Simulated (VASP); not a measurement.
## Sb: single point with PBE+D3(BJ)

System: Sb, a slab with vacuum.

```
CELL_PARAMETERS angstrom
4.06868 0.00000 0.00000
-2.03434 3.52358 0.00000
0.00000 0.00000 20.80003
ATOMIC_POSITIONS crystal
Sb 0.33333 0.66667 0.29518
Sb 0.66667 0.33333 0.21635
Sb 0.66667 0.22222 0.50410
Sb 0.00000 0.88889 0.42526
```

This cell differs from its parent crystal: layers slid over each other, then relaxed in part.

```
Program                : VASP 6.6.1
Task                   : single point
Functional             : PBE
Dispersion             : D3(BJ)
Potentials or basis    : VASP PAW PBE potentials, release 64 (Sb_d_GW)
Cutoff                 : 400 eV
k mesh                 : 9 × 9 × 1
Occupations            : gaussian, width 0.05 eV
Spin                   : no spin polarisation
Dipole correction      : yes
Further INCAR settings : ALGO = Normal; EDIFF = 1e-06; NBANDS = 38; NELMDL = -8
```

The largest force is 0.119 eV/Å. The dispersion energy per atom is -0.338 eV.

Forces on the atoms (eV/Å):
```
Sb   0.096 -0.071 -0.003
Sb   0.063 -0.058 -0.007
Sb  -0.063  0.058  0.007
Sb  -0.096  0.071  0.003
```

Levels at points of the mesh, in eV from the Fermi level:
```
           k point  band 27  band 28  band 29  band 30  band 31  band 32  band 33  band 34
(0.00, 0.00, 0.00)    -0.86    -0.80    -0.68    -0.31     0.78     1.57     1.76     1.92
```

It took 7.7 min on 1 thread of Intel(R) Xeon(R) Platinum 8488C (Sapphire Rapids) (shared host), peak memory 0.48 GiB.

Caveat: the cell differs from its parent crystal (layers slid over each other, then relaxed in part); spin-orbit coupling is left out, which moves the levels of the heavy elements.
